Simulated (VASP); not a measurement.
# Ta2NbO2 (P-6m2) in VASP: notebook, part 2 of 2

VASP 6.6.1. The steps go on from the part before.

### Step 4. Relaxation of cell and atoms, PBE

File INCAR:

```
SYSTEM = Ta2NbO2
ALGO = Normal ; EDIFF = 1E-6
EDIFFG = -0.04 ; ENCUT = 600
GGA = PE ; IBRION = 2
ISIF = 3 ; ISMEAR = 0
LASPH = .True. ; LCHARG = .False.
LREAL = .False. ; LWAVE = .False.
NELM = 80 ; NSW = 90
PREC = Accurate ; SIGMA = 0.1
```

File KPOINTS:

```
k-points
0
Gamma
  6 6 4
  0 0 0
```

File POSCAR:

```
Ta2NbO2
1.0
    4.4021493500      0.0000000000      0.0000000000
   -2.2010746700      3.8123731700      0.0000000000
    0.0000000000      0.0000000000      4.7414765200
Ta Nb O
2 1 2
Direct
    0.0000000000      0.0000000000      0.5000000000
    0.0000000000      0.0000000000      0.0000000000
    0.3333333300      0.6666666700      0.0000000000
    0.3333333300      0.6666666700      0.3657937400
    0.3333333300      0.6666666700      0.6342062600
```

Run with:

```bash
> cat potpaw_PBE.64/Ta_pv/POTCAR potpaw_PBE.64/Nb_sv/POTCAR potpaw_PBE.64/O/POTCAR > POTCAR
> mpirun -np 1 vasp_std > vasp.out
```

It took 29 min on 1 thread of Intel Xeon 6975P-C, shared host; peak memory 0.27 GiB.

Results (log left out):

* Free energy: -39.2525 eV
* Relaxed volume: 19.00 Å³/atom
* Relaxed cell: a = 4.254 Å, b = 4.254 Å, c = 6.061 Å, α = 90.00°, β = 90.00°, γ = 120.00°
* Space group after relaxing (to 0.05 Å): P-6m2 (No. 187)
* Energy gained by relaxing: 991.5 meV/atom
* Ionic steps: 25
* Pressure after relaxing: 0.2 GPa
* Largest force after relaxing: 0.019 eV/Å

Forces in eV/Å, atoms in the order of the input:
```
Ta   0.000  0.000  0.000
Ta   0.000  0.000  0.000
Nb   0.000  0.000  0.000
O    0.000  0.000 -0.019
O    0.000  0.000  0.019
```

Step by step:
```
step  energy change (eV)  largest force (eV/Å)  pressure (GPa)  volume (Å³)
   1              0.0000                2.0286           43.80        79.57
   2              1.3321                0.2521          -18.33       137.84
   3             -2.4941                2.4128           -3.40        99.65
   4             -2.5587                2.3895           -1.07        97.49
   5             -2.5811                2.3984            1.80        95.27
   6             -2.5810                2.3921            1.34        95.60
   7             -3.0085                1.8889           -0.22        99.15
   8             -3.4208                5.8381            5.79       109.72
   9             -3.5640                3.6427            1.86       102.05
  10             -3.9352                1.1302            2.27       105.84
  11             -3.9462                0.3906            2.05       105.27
  12             -4.1262                0.9586           -0.50       108.61
  13             -4.0254                2.5517           -5.82       116.42
  14             -4.2096                1.9748           -2.61       111.77
  15             -4.4220                0.4703           -8.14       112.30
  16             -4.4226                0.5621           -7.78       112.27
  17             -4.6776                0.7461           -5.82       106.70
  18             -4.8743                1.1751           -1.70        98.91
  19             -4.8849                1.3622            0.13        96.38
  20             -4.9463                0.4839           -0.14        95.41
  21             -4.9555                0.0516           -0.18        94.86
  22             -4.9555                0.0211           -0.18        94.89
  23             -4.9568                0.0252            0.31        94.75
  24             -4.9568                0.0284            0.35        94.74
  25             -4.9573                0.0194            0.17        94.98
```

Final structure:
```
Ta Nb O
1.0
     4.25377    0.00000    0.00000
    -2.12689    3.68387    0.00000
     0.00000    0.00000    6.06142
Ta Nb O
2 1 2
Direct
  0.00000 0.00000 0.50000
  0.00000 0.00000 0.00000
  0.33333 0.66667 0.00000
  0.33333 0.66667 0.32117
  0.33333 0.66667 0.67883
```

Levels at points of the mesh, in eV from the Fermi level:
```
           k point  band 19  band 20  band 21  band 22  band 23  band 24  band 25  band 26  band 27  band 28
(0.00, 0.00, 0.00)    -2.09    -1.09    -0.02     0.07     0.07     0.39     0.39     1.14     1.14     1.63
(0.50, 0.00, 0.00)    -2.09    -1.18    -1.14    -0.64    -0.52     0.07     0.51     0.92     1.19     1.33
(0.00, 0.00, 0.50)    -3.40    -1.72    -0.36    -0.36     0.01     0.01     0.01     0.38     1.38     1.38
(0.50, 0.00, 0.50)    -2.49    -1.17    -1.00    -0.66    -0.17    -0.16     0.17     0.28     0.73     1.36
```

Caveat: the volume moved by over 15 % at a fixed basis, so the end points are rough; spin-orbit coupling is left out, which moves the levels of the heavy elements; an odd number of electrons without spin polarisation forces a metal; a magnetic or distorted state may lie lower.

### Step 5. Single point, PBE

File INCAR:

```
SYSTEM = Ta2NbO2
  ALGO = Normal
  EDIFF = 1E-6
  ENCUT = 600
  GGA = PE
  GGA_COMPAT = .FALSE.
  ISIF = 2
  ISMEAR = 0
  LASPH = .TRUE.
  LCHARG = .FALSE.
  LREAL = .FALSE.
  LWAVE = .FALSE.
  NBANDS = 34
  NELM = 120
  PREC = Accurate
  SIGMA = 0.1
```

File KPOINTS:

```
k-points
0
G
  6 6 4
  0 0 0
```

POSCAR is that of step 4.

Potentials or basis: VASP PAW PBE potentials, release 64 (Ta_sv_GW, Nb_sv, O).

Run with:

```bash
> cat potpaw_PBE.64/Ta_sv_GW/POTCAR potpaw_PBE.64/Nb_sv/POTCAR potpaw_PBE.64/O/POTCAR > POTCAR
> mpirun -np 1 vasp_std > vasp.out
```

Run time: 72 s. Hardware: 1 thread of Intel Xeon Platinum 8375C at 2.90GHz (Ice Lake), shared host; peak memory 0.25 GiB.

Results (log left out):

- Free energy: -39.3277 eV
- Pressure: 43.3 GPa
- Largest force: 2.029 eV/Å

Forces on the atoms (eV/Å):
```
Ta   0.000  0.000  0.000
Ta   0.000  0.000  0.000
Nb   0.000  0.000  0.000
O    0.000  0.000  2.029
O    0.000  0.000 -2.029
```

Stress tensor (GPa, compression positive):
```
21.31  0.00  0.00
 0.00 21.31  0.00
 0.00  0.00 87.38
```

Levels at points of the mesh, in eV from the Fermi level:
```
           k point  band 21  band 22  band 23  band 24  band 25  band 26  band 27  band 28  band 29  band 30
(0.00, 0.00, 0.00)    -3.39    -2.08    -2.08    -0.51    -0.51     0.06     0.59     0.59     2.06     2.06
(0.50, 0.00, 0.00)    -2.96    -2.62    -1.88    -1.62    -1.53    -0.38     0.84     1.03     2.22     3.15
(0.00, 0.00, 0.50)    -2.14    -1.01    -1.01    -0.63    -0.63     1.06     1.15     1.15     1.20     1.20
(0.50, 0.00, 0.50)    -2.18    -1.37    -1.17    -0.83    -0.37    -0.13     0.26     0.42     0.82     1.45
```

Caveat: spin-orbit coupling is left out, which moves the levels of the heavy elements; an odd number of electrons without spin polarisation forces a metal; a magnetic or distorted state may lie lower.

### Step 6. The runs side by side

| task | potentials or basis | cell | cutoff (eV) | second run | gap on the mesh (eV) | pressure (GPa) | largest force (eV/Å) |
| --- | --- | --- | --- | --- | --- | --- | --- |
| single point | VASP PAW PBE potentials, release 64 (Ta_pv, Nb_sv, O) | a = 4.402, b = 4.402, c = 4.741 Å, angles 90.0, 90.0, 120.0°, 5 atoms | 520 | - | none | 43.9 | 2.02 |
| single point | VASP PAW PBE potentials, release 64 (Ta_pv, Nb_sv, O) | a = 4.254, b = 4.254, c = 6.089 Å, angles 90.0, 90.0, 120.0°, 5 atoms | 520 | - | none | 0.0 | 0.02 |
| relaxation of cell and atoms | VASP PAW PBE potentials, release 64 (Ta_pv, Nb_sv, O) | relaxed from a = 4.402, b = 4.402, c = 4.741 Å, angles 90.0, 90.0, 120.0°, 5 atoms | 600 | - | none | 0.2 | 0.02 |
| single point | VASP PAW PBE potentials, release 64 (Ta_sv_GW, Nb_sv, O) | a = 4.402, b = 4.402, c = 4.741 Å, angles 90.0, 90.0, 120.0°, 5 atoms | 600 | valence_matched | none | 43.3 | 2.03 |

Alike in all rows: level PBE; no spin polarisation; k mesh 6 × 6 × 4; smearing gaussian 0.1 eV.

Caveats: spin-orbit coupling is left out, which moves the levels of the heavy elements; an odd number of electrons without spin polarisation forces a metal; a magnetic or distorted state may lie lower; the volume moved by over 15 % at a fixed basis, so the end points are rough (some runs).

Absolute energies hang on the potentials; compare differences alone.
